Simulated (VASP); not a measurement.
SnTe:

```
CELL_PARAMETERS angstrom
0.00000 3.61115 3.61115
3.61115 0.00000 3.61115
3.61115 3.61115 0.00000
ATOMIC_POSITIONS crystal
Te 0.25000 0.25000 0.25000
Sn 0.00000 0.00000 0.00000
```

Base run:

| Property | Result |
| --- | --- |
| Program | VASP 6.6.1 |
| Functional | revPBE |
| Potentials or basis | VASP PAW PBE potentials, release 64 (Te, Sn_d) |
| Cutoff | 520 eV |
| k mesh | 7 × 7 × 7 |
| Occupations | fermi-dirac, width 0.05 eV |
| Spin | no spin polarisation |

Its results: band gap on the k mesh 0.40 eV, indirect (least direct gap 0.88 eV); pressure 0.7 GPa.

Question: After a change of settings the same cell gave: band gap on the k mesh 0.25 eV, indirect (least direct gap 0.75 eV); pressure -2.2 GPa. Which change was it?
A. functional from revPBE to HSE06; k mesh from 7 × 7 × 7 to 4 × 4 × 4
B. functional from revPBE to PBE; k mesh from 7 × 7 × 7 to 6 × 6 × 6
C. functional from revPBE to B3LYP; k mesh from 7 × 7 × 7 to 4 × 4 × 4
D. functional from revPBE to LDA; potentials or basis from VASP PAW PBE potentials, release 64 (Te, Sn_d) to VASP PAW LDA potentials, release 64 (Te, Sn_d)

Answer: D.

Caveats: spin-orbit coupling is left out, which moves the levels of the heavy elements; the PAW data sets were made with another functional, which shifts forces and pressure a little (some runs).
